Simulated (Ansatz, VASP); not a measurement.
One calculation of HPt6, two programs

```
Pt H
1.0
     5.61433    0.00000    0.00000
     0.00000    5.61433    0.00000
     0.00000    0.00000   21.85138
Pt H
12 2
Direct
  0.25000 0.25000 0.18305
  0.25000 0.75000 0.18305
  0.75000 0.25000 0.18305
  0.75000 0.75000 0.18305
  0.00000 0.00000 0.27121
  0.00000 0.50000 0.27121
  0.50000 0.00000 0.27121
  0.50000 0.50000 0.27121
  0.25000 0.25000 0.35931
  0.25000 0.75000 0.35931
  0.75000 0.25000 0.35931
  0.75000 0.75000 0.35931
  0.89482 0.00000 0.40919
  0.10518 0.00000 0.40919
```

Alike in both runs: task single point; functional PBE; k mesh 5 × 5 × 1; occupations gaussian, width 0.1 eV; no spin polarisation.

|  | VASP | Ansatz |
| --- | --- | --- |
| version | VASP 6.6.1 | Ansatz 0.2.0 |
| potentials or method | VASP PAW PBE potentials, release 64 (Pt, H), cutoff 520 eV | scalar-relativistic, plane waves, PAW |
| valence electrons in the cell | 122 | 218 |

|  | VASP | Ansatz | Ansatz less VASP |
| --- | --- | --- | --- |
| gap on the k mesh at the Fermi level (eV) | none | none | - |
| rms of the force components (eV/Å) | 0.353 | 0.359 | +0.0057 |

Atom by atom the forces differ by 0.009 eV/Å (rms over components). A gap of «none» marks a metal or a gap that the smearing closes. VASP's potentials hold 122 valence electrons a cell and Ansatz's 218, so a difference there can come from the potentials and not from the codes.

Neither program's run includes spin-orbit coupling.
